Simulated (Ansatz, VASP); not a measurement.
Ir: VASP beside Ansatz

```
Ir
1.0
     0.00000    1.91017    1.93890
     1.91017    0.00000    1.93890
     1.91017    1.91017    0.00000
Ir
1
Direct
  0.00000 0.00000 0.00000
```

Change from the starting cell: z stretched by +1 % at fixed volume, crystal datasets.

Alike in both runs: task electric field gradients; functional PBE; k mesh 18 × 18 × 18; occupations fermi-dirac, width 0.05 eV; no spin polarisation.

|  | VASP | Ansatz |
| --- | --- | --- |
| version | VASP 6.6.1 | Ansatz 0.2.0 |
| potentials or method | VASP PAW PBE potentials, release 64 (Ir), cutoff 400 eV | all-electron PAW with datasets made for the crystal, scalar-relativistic |

|  | VASP | Ansatz | Ansatz less VASP |
| --- | --- | --- | --- |
| pressure (GPa) | 9.8 | 9.0 | -0.75 |
| traceless stress, the component that is largest in VASP (GPa) | -3.94 | -3.96 | -0.022 |
| size of Vzz on the site where it differs most (V/Å²) | 11.7 | 11.8 | +0.12 |

Ansatz ran all-electron here, and VASP with PAW potentials.

Neither program's run includes spin-orbit coupling.
